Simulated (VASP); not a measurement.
# GaCo (P4/mmm) in VASP: single point with PBEsol

Aim: the single point of GaCo with PBEsol.

Program: VASP 6.6.1. These are calculated values, not measurements. Logs are shortened: lines on timing, memory, paths and dates and some standing lists are left out, and cuts for length are marked.

## (1) The cell of the first run

Symmetry: P4/mmm, No. 123, tetragonal system. Conventional cell: a = 2.739 Å, b = 2.739 Å, c = 3.027 Å, α = 90.00°, β = 90.00°, γ = 90.00°. Ga (site symmetry 4/mmm) has 8 Co at 2.46 Å and 6 Ga at 2.74 to 3.03 Å within 3.2 Å. Co (site symmetry 4/mmm) has 8 Ga at 2.46 Å and 6 Co at 2.74 to 3.03 Å within 3.2 Å.

## (2) Single point, PBEsol (strain -0.050 along x and y, +0.050 along z)

The input, INCAR:

```
ALGO = Normal ; EDIFF = 1E-7
ENCUT = 520 ; GGA = PS
ISIF = 2 ; ISMEAR = 0
LASPH = True ; LCHARG = True
LELF = True ; LREAL = False
LVHAR = True ; LWAVE = False
NBANDS = 18 ; NELM = 100
PREC = Accurate ; SIGMA = 0.15
```

The input, KPOINTS:

```
k-points
0
Gamma
  16 16 16
```

The input, POSCAR:

```
GaCo
1.0
    2.7389450000      0.0000000000      0.0000000000
    0.0000000000      2.7389450000      0.0000000000
    0.0000000000      0.0000000000      3.0272550000
Ga Co
1 1
Direct
    0.5000000000      0.5000000000      0.5000000000
    0.0000000000      0.0000000000      0.0000000000
```

Potentials or basis: VASP PAW PBE potentials, release 64 (Ga_d, Co).

Command:

```console
$ cat potpaw_PBE.64/Ga_d/POTCAR potpaw_PBE.64/Co/POTCAR > POTCAR
$ mpirun -np 1 vasp_std > vasp.out
```

OUTCAR:

```text
EDIFF = 1E-7
   ENCUT = 520
   GGA = PS
   ISIF = 2
   ISMEAR = 0
   LASPH = True
   LREAL = False
   NELM = 100
   PREC = Accurate

 ion  position               nearest neighbor table
   1  0.500  0.500  0.500-   2 2.46   2 2.46   2 2.46   2 2.46   2 2.46   2 2.46   2 2.46   2 2.46

   2  0.000  0.000  0.000-   1 2.46   1 2.46   1 2.46   1 2.46   1 2.46   1 2.46   1 2.46   1 2.46

  LATTYP: Found a simple tetragonal cell.
 ALAT       =     2.7389450000
 C/A-ratio  =     1.1052631579

  Lattice vectors:

 A1 = (   2.7389450000,   0.0000000000,   0.0000000000)
 A2 = (   0.0000000000,   2.7389450000,   0.0000000000)
 A3 = (   0.0000000000,   0.0000000000,   3.0272550000)

Analysis of symmetry for initial positions (statically):
=====================================================================
 Subroutine PRICEL returns:
 Original cell was already a primitive cell.

 Routine SETGRP: Setting up the symmetry group for a
 simple tetragonal supercell.

 Subroutine GETGRP returns: Found 16 space group operations
 (whereof 16 operations were pure point group operations)
 out of a pool of 16 trial point group operations.

The static configuration has the point symmetry D_4h.

Analysis of symmetry for dynamics (positions and initial velocities):
=====================================================================
 Subroutine PRICEL returns:
 Original cell was already a primitive cell.

 Routine SETGRP: Setting up the symmetry group for a
 simple tetragonal supercell.

 Subroutine GETGRP returns: Found 16 space group operations
 (whereof 16 operations were pure point group operations)
 out of a pool of 16 trial point group operations.

The dynamic configuration has the point symmetry D_4h.

 Subroutine INISYM returns: Found 16 space group operations
 (whereof 16 operations are pure point group operations),
 and found     1 'primitive' translations

----------------------------------------------------------------------------------------

                                     Primitive cell

  volume of cell :      22.7099

  direct lattice vectors                    reciprocal lattice vectors
     2.738945000  0.000000000  0.000000000     0.365104082  0.000000000  0.000000000
     0.000000000  2.738945000  0.000000000     0.000000000  0.365104082  0.000000000
     0.000000000  0.000000000  3.027255000     0.000000000  0.000000000  0.330332265

  length of vectors
     2.738945000  2.738945000  3.027255000     0.365104082  0.365104082  0.330332265

  position of ions in fractional coordinates (direct lattice)
     0.500000000  0.500000000  0.500000000
     0.000000000  0.000000000  0.000000000

  ion indices of the primitive-cell ions
   primitive index   ion index
                 1           1
                 2           2

----------------------------------------------------------------------------------------

 KPOINTS: k-points

Automatic generation of k-mesh.
 Grid dimensions read from file:
 generate k-points for:   16   16   16

 Generating k-lattice:

  Cartesian coordinates                     Fractional coordinates (reciprocal lattice)
     0.022819005  0.000000000  0.000000000     0.062500000  0.000000000  0.000000000
     0.000000000  0.022819005  0.000000000     0.000000000  0.062500000  0.000000000
     0.000000000  0.000000000  0.020645767     0.000000000  0.000000000  0.062500000

  Length of vectors
     0.022819005  0.022819005  0.020645767

  Shift w.r.t. Gamma in fractional coordinates (k-lattice)
     0.000000000  0.000000000  0.000000000

 Subroutine IBZKPT returns following result:
 ===========================================

 Found    405 irreducible k-points:

 Following reciprocal coordinates:
            Coordinates               Weight
  0.000000  0.000000  0.000000      1.000000
  0.062500  0.000000  0.000000      4.000000
  0.125000  0.000000  0.000000      4.000000
  0.187500  0.000000  0.000000      4.000000
  0.250000  0.000000  0.000000      4.000000
  0.312500  0.000000  0.000000      4.000000
[... 16 lines left out ...]
  0.437500  0.125000  0.000000      8.000000
  0.500000  0.125000  0.000000      4.000000
 [... further k-points ...]
   k-points           NKPTS =    405   k-points in BZ     NKDIM =    405   number of bands    NBANDS=     18
   number of dos      NEDOS =    301   number of ions     NIONS =      2
   total plane-waves  NPLWV =   9600
   dimension x,y,z NGX =    20 NGY =   20 NGZ =   24
   dimension x,y,z NGXF=    40 NGYF=   40 NGZF=   48
   ions per type =               1   1
   NGX,Y,Z   is equivalent  to a cutoff of  12.14, 12.14, 13.18 a.u.
   NGXF,Y,Z  is equivalent  to a cutoff of  24.28, 24.28, 26.36 a.u.
 SYSTEM =  unknown system
   PREC   = accura    normal or accurate (medium, high low for compatibility)
   ISTART =      0    job   : 0-new  1-cont  2-samecut
   ICHARG =      2    charge: 1-file 2-atom 10-const
   ISPIN  =      1    spin polarized calculation?
   LNONCOLLINEAR =      F non collinear calculations
   LSORBIT =      F    spin-orbit coupling
   LASPH  =      T    aspherical Exc in radial PAW
   ENCUT  =  520.0 eV  38.22 Ry    6.18 a.u.   5.09  5.09  5.63*2*pi/ulx,y,z
   NELM   =    100;   NELMIN=  2; NELMDL= -5     # of ELM steps
   EDIFF  = 0.1E-06   stopping-criterion for ELM
   LREAL  =      F    real-space projection
   EDIFFG = 0.1E-05   stopping-criterion for IOM
   NSW    =      0    number of steps for IOM
   IBRION =     -1    ionic relax: 0-MD 1-quasi-New 2-CG
   NFREE  =      0    steps in history (QN), initial steepest desc. (CG)
   ISIF   =      2    stress and relaxation
   ISYM   =      2    0-nonsym 1-usesym 2-fastsym
   POTIM  = 0.5000    time-step for ionic-motion
   TEBEG  =    0.0;   TEEND  =   0.0 temperature during run
   PSTRESS=    0.0 pullay stress
   NELECT =      22.0000    total number of electrons
   NUPDOWN=      -1.0000    fix difference up-down
   EMIN   =  10.00;   EMAX   =-10.00  energy-range for DOS
   EFERMI =   0.00;   METHOD = LEGACY
   ISMEAR =     0;   SIGMA  =   0.15  broadening in eV -4-tet -1-fermi 0-gaus
   EFERMI_NEDOS =   21; number of points for ismear=-14 and -15
   IALGO  =     38    algorithm
   IMIX   =      4    mixing-type and parameters
     AMIX     =   0.40;   BMIX     =  1.00
     AMIX_MAG =   1.60;   BMIX_MAG =  1.00
  volume/ion in A,a.u.               =      11.35        76.63
  Fermi-wavevector in a.u.,A,eV,Ry     =   1.619859  3.061089 35.700909  2.623943
  Thomas-Fermi vector in A             =   2.713892
   LORBIT       =      0    0 simple, 1 ext, 2 COOP (PROOUT), +10 PAW based schemes
   GGA     = PS    functional components
   LHFCALC =     F    Hartree Fock is set to
   AEXX    =    0.0000 exact exchange contribution
   IVDW    =     0    specifies the selected vdW correction
   LEPSILON=     F    determine dielectric tensor
   LRPA    =     F    only Hartree local field effects (RPA)
 non-spin polarized calculation
 Gauss-broadening in eV      SIGMA  =   0.15
  energy-cutoff  :      520.00
  volume of cell :       22.71
 maximum number of plane-waves:       632
   NGX = 11   NGY = 11   NGZ = 11

 number of electron      22.0000026 magnetization

 Free energy of the ion-electron system (eV)
  ---------------------------------------------------
  ext. energy  EPLUGINS =         0.00000000
  ---------------------------------------------------
  free energy    TOTEN  =       -11.75824953 eV

  energy without entropy =      -11.74697809  energy(sigma->0) =      -11.75261381

 E-fermi :  10.1183     XC(G=0): -13.6350

 val. band max:       10.1168585610   @ k =   0.4375   0.3125   0.3125
 cond. band min:      10.1206145789   @ k =   0.5000   0.3125   0.2500
 fundamental gap:      0.0037560178
 Fermi energy:        10.1182797875

 k-point     1 :       0.0000    0.0000    0.0000
  band No.  band energies     occupation
      1      -5.0072      2.00000
      2      -4.9028      2.00000
      3      -4.5470      2.00000
      4      -4.5470      2.00000
      5      -4.5015      2.00000
      6      -2.2431      2.00000
[... 10 lines left out ...]
     17      24.5768      0.00000
     18      32.2441      0.00000

 k-point     2 :       0.0625    0.0000    0.0000
  band No.  band energies     occupation
      1      -4.9964      2.00000
      2      -4.8952      2.00000
      3      -4.5534      2.00000
      4      -4.5457      2.00000
      5      -4.5072      2.00000
      6      -2.1620      2.00000
[... 10 lines left out ...]
     17      25.0932      0.00000
     18      31.9314      0.00000

 k-point     3 :       0.1250    0.0000    0.0000
  band No.  band energies     occupation
      1      -4.9702      2.00000
      2      -4.8703      2.00000
      3      -4.5715      2.00000
      4      -4.5419      2.00000
      5      -4.5232      2.00000
      6      -1.9180      2.00000
[... 10 lines left out ...]
     17      26.7409      0.00000
     18      30.7101      0.00000

 k-point     4 :       0.1875    0.0000    0.0000
  band No.  band energies     occupation
      1      -4.9413      2.00000
      2      -4.8248      2.00000
      3      -4.5986      2.00000
      4      -4.5470      2.00000
      5      -4.5363      2.00000
      6      -1.5095      2.00000
[... 375 lines left out ...]
      4      -4.6335      2.00000
      5      -4.5490      2.00000
      6       0.9697      2.00000
[... 10 lines left out ...]
     17      24.0367      0.00000
     18      25.7400      0.00000

 k-point    23 :       0.4375    0.1250    0.0000
  band No.  band energies     occupation
      1      -4.8161      2.00000
      2      -4.7084      2.00000
      3      -4.6939      2.00000
      4      -4.5973      2.00000
      5      -4.5464      2.00000
      6       1.9482      2.00000
[... 10 lines left out ...]
     17      22.5687      0.00000
     18      24.9439      0.00000

 k-point    24 :       0.5000    0.1250    0.0000
  band No.  band energies     occupation
      1      -4.8129      2.00000
      2      -4.7148      2.00000
      3      -4.7004      2.00000
      4      -4.5846      2.00000
      5      -4.5454      2.00000
      6       2.7273      2.00000
[... 10 lines left out ...]
     17      21.7157      0.00000
     18      24.6385      0.00000

 [... further k-points ...]
[... 5 lines left out ...]
  --------------------------------------------------------------------------------------
  -------------------------------------------------------------------------------------
  Total        0.5564917      0.5564917     -0.0799935      0.0000000     -0.0000000      0.0000000
  in kB       39.2603030     39.2603030     -5.6435143      0.0000000     -0.0000000      0.0000000
  external PRESSURE =      24.2923639 kB  Pullay stress =       0.0000000 kB

 VOLUME and BASIS-vectors are now :
 -----------------------------------------------------------------------------
  energy-cutoff  :      520.00
  volume of cell :       22.71
      direct lattice vectors                 reciprocal lattice vectors
     2.738945000  0.000000000  0.000000000     0.365104082  0.000000000  0.000000000
     0.000000000  2.738945000  0.000000000     0.000000000  0.365104082  0.000000000
     0.000000000  0.000000000  3.027255000     0.000000000  0.000000000  0.330332265

 POSITION                                       TOTAL-FORCE (eV/Angst)
 -----------------------------------------------------------------------------------
      1.36947      1.36947      1.51363         0.000000      0.000000      0.000000
      0.00000      0.00000      0.00000         0.000000      0.000000      0.000000
 -----------------------------------------------------------------------------------
    total drift:                               -0.000000      0.000000      0.000000

  FREE ENERGIE OF THE ION-ELECTRON SYSTEM (eV)
  ---------------------------------------------------
  free  energy   TOTEN  =       -11.7582495266 eV

  energy  without entropy=      -11.7469780943  energy(sigma->0) =      -11.75261381
```

Wall time 98 s (1 thread of Intel Xeon Platinum 8259CL at 2.50GHz (Skylake/Cascade Lake), shared host); peak memory 0.28 GiB.

Results:

```
Free energy            : -11.7582 eV
Pressure               : 2.4 GPa
Band gap on the k mesh : zero (band 11 reaches 11.77 eV, above the bottom of band 12 at 9.84 eV)
```

Caveat: the cell differs from its parent crystal (strain -0.050 along x and y, +0.050 along z); the PAW data sets were made with another functional, which shifts forces and pressure a little. Spin polarisation is off, so any magnetic state and its effect on volume and gap are missing.
